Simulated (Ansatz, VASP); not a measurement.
# One calculation of Al, two programs

The input INCAR:

```
ALGO = Fast
EDIFF = 1E-7
ENCUT = 520
GGA = PE
ISIF = 2
ISMEAR = 0
LASPH = True
LCHARG = False
LREAL = False
LWAVE = False
NBANDS = 22
NELM = 100
PREC = Accurate
SIGMA = 0.15
```

The input KPOINTS:

```
k-points
0
Gamma
  10 10 10
```

POSCAR

```
Al
1.0
   -3.9426761176      3.9920368453     -0.0082726528
   -3.9348679427     -0.0004644779      4.0823916335
    0.0629634932      4.0467276857      4.1448906489
Al
8
Direct
   -0.0670885375      0.1341645374     -0.0267123913
    0.4052617425     -0.0027692068      0.0072199378
    0.0074898666      0.4938504516      0.0064241862
    0.0330964990     -0.0524623529      0.4874570403
    0.3900328743      0.5368713448      0.0040982192
    0.5150114038     -0.0551427147      0.5589512100
    0.1394743760      0.3861710943      0.5039013403
    0.5767217753      0.5593168462      0.4586604576
```

Input for Ansatz:

```yaml
crystal:
  lattice:
    - [-3.9426761176, 3.9920368453, -0.0082726528]
    - [-3.9348679427, -0.0004644779, 4.0823916335]
    - [0.0629634932, 4.0467276857, 4.1448906489]
  atoms:
    - { symbol: Al, position: [-0.0670885375, 0.1341645374, -0.0267123913] }
    - { symbol: Al, position: [0.4052617425, -0.0027692068, 0.0072199378] }
    - { symbol: Al, position: [0.0074898666, 0.4938504516, 0.0064241862] }
    - { symbol: Al, position: [0.033096499, -0.0524623529, 0.4874570403] }
    - { symbol: Al, position: [0.3900328743, 0.5368713448, 0.0040982192] }
    - { symbol: Al, position: [0.5150114038, -0.0551427147, 0.55895121] }
    - { symbol: Al, position: [0.139474376, 0.3861710943, 0.5039013403] }
    - { symbol: Al, position: [0.5767217753, 0.5593168462, 0.4586604576] }
basis:
  ecutwfc: 420
kpoints:
  mp_grid: { grid: [10, 10, 10] }
hamiltonian:
  xc: pbe
scf:
  occupations: { method: gaussian, width: 0.15 }
output:
  forces: true
  stress: true
  eigenvalues: true
```

Change from the starting cell: all atoms moved at random (sigma 0.3 Å a component), cell strained at random (sigma 0.01).

Alike in both runs: task single point; functional PBE; k mesh 10 × 10 × 10; occupations gaussian, width 0.15 eV; no spin polarisation.

```csv
,VASP,Ansatz
version,VASP 6.6.1,Ansatz 0.2.0
potentials or method,"VASP PAW PBE potentials, release 64 (Al), cutoff 520 eV","scalar-relativistic, plane waves, PAW"
valence electrons in the cell,24,24
```

```tsv
	VASP	Ansatz	Ansatz less VASP
gap on the k mesh at the Fermi level (eV)	none	none	-
pressure (GPa)	15.1	15.1	+0.01
traceless stress, the component that is largest in VASP (GPa)	4.01	4.01	-0.002
rms of the force components (eV/Å)	1.591	1.591	-0.0002
```

Atom by atom the forces differ by 0.001 eV/Å (rms over components). A gap of «none» marks a metal or a gap that the smearing closes.
